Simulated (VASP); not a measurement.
Input of a VASP 6.6.1 run:

INCAR

```
SYSTEM = SiO2
PREC     = Accurate       ! precision mode
ENCUT    = 520            ! plane-wave cutoff, eV
EDIFF    = 1E-8           ! SCF threshold, eV
ISMEAR   = -1             ! smearing method
SIGMA    = 0.02           ! smearing width, eV
LREAL    = Auto         
LASPH    = .TRUE.         ! aspherical terms in the spheres
NELM     = 100            ! most SCF steps
ALGO     = Normal         ! electronic algorithm
ISIF     = 2              ! what is computed and relaxed
LWAVE    = .FALSE.        ! write WAVECAR
LCHARG   = .FALSE.        ! write CHGCAR
GGA      = PE             ! functional
LEFG     = .TRUE.       
NBANDS   = 120            ! bands
```

KPOINTS

```
regular mesh
0
G
  4 4 3
  0 0 0
```

Contents of POSCAR:

```
SiO2
1.0
    7.4462000000      0.0000000000      0.0000000000
    0.0000000000      7.4462000000      0.0000000000
    0.0000000000      0.0000000000      8.5838000000
Si O
12 24
Direct
    0.3282300000      0.1188600000      0.2490000000
    0.3811400000      0.8282300000      0.9990000000
    0.6717700000      0.8811400000      0.7490000000
    0.6188600000      0.1717700000      0.4990000000
    0.8282300000      0.3811400000      0.0010000000
    0.8811400000      0.6717700000      0.2510000000
    0.1717700000      0.6188600000      0.5010000000
    0.1188600000      0.3282300000      0.7510000000
    0.4102000000      0.4102000000      0.0000000000
    0.0898000000      0.9102000000      0.7500000000
    0.5898000000      0.5898000000      0.5000000000
    0.9102000000      0.0898000000      0.2500000000
    0.4488000000      0.1266000000      0.4014000000
    0.3734000000      0.9488000000      0.1514000000
    0.5512000000      0.8734000000      0.9014000000
    0.6266000000      0.0512000000      0.6514000000
    0.9488000000      0.3734000000      0.8486000000
    0.8734000000      0.5512000000      0.0986000000
    0.0512000000      0.6266000000      0.3486000000
    0.1266000000      0.4488000000      0.5986000000
    0.1156000000      0.1222000000      0.3065800000
    0.3778000000      0.6156000000      0.0565800000
    0.8844000000      0.8778000000      0.8065800000
    0.6222000000      0.3844000000      0.5565800000
    0.6156000000      0.3778000000      0.9434200000
    0.8778000000      0.8844000000      0.1934200000
    0.3844000000      0.6222000000      0.4434200000
    0.1222000000      0.1156000000      0.6934200000
    0.3593000000      0.3017000000      0.1526000000
    0.1983000000      0.8593000000      0.9026000000
    0.6407000000      0.6983000000      0.6526000000
    0.8017000000      0.1407000000      0.4026000000
    0.8593000000      0.1983000000      0.0974000000
    0.6983000000      0.6407000000      0.3474000000
    0.1407000000      0.8017000000      0.5974000000
    0.3017000000      0.3593000000      0.8474000000
```

Potentials or basis: VASP PAW PBE potentials, release 64 (Si, O).

Run with:

```bash
$ cat potpaw_PBE.64/Si/POTCAR potpaw_PBE.64/O/POTCAR > POTCAR
$ mpirun -np 1 vasp_std > vasp.out
```

Problem. What does it give for the band gap on the k mesh?

Solution. 5.64 eV, direct.

Problem. Estimate the largest force.

Solution. 3.173 eV/Å.

Stress tensor (GPa, compression positive):
```
 7.30  0.00  0.00
 0.00  7.30  0.00
 0.00  0.00 11.96
```

Caveat: without QUAD_EFG the Cq values of the log hold for a quadrupole moment of 1 mb, not for the nuclei; forces of over 1 eV/Å act on the atoms, so gaps and moduli don't describe the material at rest. A k mesh can miss the band edges.
